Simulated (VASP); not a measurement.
## LiCl: single point with PBEsol

Crystal: LiCl.

```
Cl Li
1.0
     0.00000    2.53011    2.53011
     2.53011    0.00000    2.53011
     2.53011    2.53011    0.00000
Cl Li
1 1
Direct
  0.50000 0.50000 0.50000
  0.00000 0.00000 0.00000
```

This cell differs from its parent crystal: volume scaled by 0.96.

```yaml
Program: VASP 6.6.1
Task: single point
Functional: PBEsol
Potentials_or_basis: VASP PAW PBE potentials, release 64 (Cl, Li_sv)
Cutoff: 520 eV
k_mesh: 9 × 9 × 9
Occupations: fermi-dirac, width 0.05 eV
Spin: no spin polarisation
```

| Property | Result |
| --- | --- |
| Band gap on the k mesh | 6.37 eV, direct |

Levels at points of the mesh, in eV from the valence-band top:
```tsv
k point	band 3	band 4	band 5	band 6	band 7	band 8
(0.00, 0.00, 0.00)	0.00	0.00	0.00	6.37	11.84	11.84
```

Run time: 13 s on 1 thread of Intel Xeon 6975P-C, on a shared host, peak memory 0.15 GiB.

 A k mesh can miss the band edges.
